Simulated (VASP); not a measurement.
**Ge: single point with PBEsol**

**Measured values to compare with.**

From “Electronic and optical properties of SixGe1-x-ySny alloys lattice-matched to Ge”, 2021, arxiv:2109.02782, for a bulk crystal of Ge at 293 K: band gap 0.666 eV (indirect).

Ge:

```
CELL_PARAMETERS angstrom
0.00000 2.83788 2.83788
2.83788 0.00000 2.83788
2.83788 2.83788 0.00000
ATOMIC_POSITIONS crystal
Ge 0.00000 0.00000 0.00000
Ge 0.25000 0.25000 0.25000
```

```
Program                : VASP 6.6.1
Task                   : single point
Functional             : PBEsol
Potentials or basis    : VASP PAW PBE potentials, release 64 (Ge_d)
Cutoff                 : 520 eV
k mesh                 : 6 × 6 × 6
Occupations            : gaussian, width 0.1 eV
Spin                   : no spin polarisation
Dipole correction      : no
Further INCAR settings : ALGO = Normal; EDIFF = 1e-07; NBANDS = 21
```

```yaml
Pressure: 0.0 GPa
Band_gap_on_the_k_mesh: zero (filled and empty bands touch)
```

Levels at points of the mesh, in eV from the Fermi level:
```
           k point  band 12  band 13  band 14  band 15  band 16  band 17
(0.00, 0.00, 0.00)    -0.10    -0.01    -0.01    -0.01     2.52     2.52
(0.50, 0.00, 0.00)    -7.59    -1.40    -1.40     0.08     3.70     3.70
(0.50, 0.50, 0.00)    -8.87    -3.06    -3.06     0.67     0.67     9.40
```

Wall time 33 s on 1 thread of AMD EPYC 7R13 (shared host), peak memory 0.16 GiB.

Measured gap of Ge: 0.666 eV (indirect; 293 K; “Electronic and optical properties of SixGe1-x-ySny alloys lattice-matched to Ge”, 2021, arxiv:2109.02782). This calculation gives 0.00 eV (-0.67 eV). 3 values of this kind are on record (0.666 to 0.807 eV); this one was drawn at random among those near their median. Spin-orbit coupling on Ge is left out. The value is that of PBEsol on a finite k mesh, which can miss the band edges, without temperature or zero-point motion. Semilocal functionals fall short of measured gaps as a rule.

Caveat: the PAW data sets were made with another functional, which shifts forces and pressure a little.
